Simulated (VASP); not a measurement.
A run of VASP 6.6.1 is set up as follows.

File INCAR:

```
ALGO     = Normal         # electronic algorithm
EDIFF    = 1E-6           # SCF threshold, eV
ENCUT    = 500            # plane-wave cutoff, eV
GGA      = LIBXC          # functional
GGA_COMPAT= F            
ISIF     = 2              # what is computed and relaxed
ISMEAR   = 1              # smearing method
LASPH    = T              # aspherical terms in the spheres
LCHARG   = F              # write CHGCAR
LIBXC1   = GGA_X_PBE    
LIBXC2   = GGA_C_LYP    
LREAL    = F              # projectors in reciprocal space
LWAVE    = F              # write WAVECAR
NBANDS   = 11             # bands
NELM     = 120            # most SCF steps
PREC     = Accurate       # precision mode
SIGMA    = 0.01           # smearing width, eV
```

File KPOINTS:

```
k-points
0
Gamma
  7 7 7
```

File POSCAR:

```
Ba
1.0
    0.0000000000      3.0978110550      3.0978110550
    3.0978110550      0.0000000000      3.0978110550
    3.0978110550      3.0978110550      0.0000000000
Ba
1
Direct
    0.0000000000      0.0000000000      0.0000000000
```

Potentials or basis: VASP PAW PBE potentials, release 64 (Ba_sv).

The run is started by

```console
$ cat potpaw_PBE.64/Ba_sv/POTCAR > POTCAR
$ mpirun -np 1 vasp_std > vasp.out
```

(1) Estimate the pressure.

(2) Predict the band gap on the k mesh.

## Answers

(1) 1.5 GPa.

(2) zero (bands 5 and 6 overlap by 0.13 eV).

Caveat: the PAW data sets were made with another functional, which shifts forces and pressure a little; spin-orbit coupling is left out, which moves the levels of the heavy elements.
